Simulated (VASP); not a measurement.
Input of a VASP 6.6.1 run:

INCAR

```
SYSTEM = InP
PREC = Accurate ; ENCUT = 500
EDIFF = 1E-6 ; ISMEAR = 0
SIGMA = 0.01 ; LREAL = .False.
LASPH = .True. ; NELM = 120
ALGO = Normal ; ISIF = 2
LWAVE = .False. ; LCHARG = .False.
GGA = PE ; NBANDS = 16
GGA_COMPAT = .False.
```

Contents of KPOINTS:

```
Automatic mesh
0
Gamma
  10 10 10
  0 0 0
```

File POSCAR:

```
InP
1.0
    0.0000000000      2.9796918983      2.9796918983
    2.9796918983      0.0000000000      2.9796918983
    2.9796918983      2.9796918983      0.0000000000
In P
1 1
Direct
    0.0000000000      0.0000000000      0.0000000000
    0.2500000000      0.2500000000      0.2500000000
```

Potentials or basis: VASP PAW PBE potentials, release 64 (In_d, P).

Run with:

```bash
$ cat potpaw_PBE.64/In_d/POTCAR potpaw_PBE.64/P/POTCAR > POTCAR
$ mpirun -np 1 vasp_std > vasp.out
```

Q: What does it give for the pressure?

A: 0.0 GPa.

Q: Estimate the band gap on the k mesh.

A: 0.44 eV, direct.

Caveat: spin-orbit coupling is left out, which moves the levels of the heavy elements.
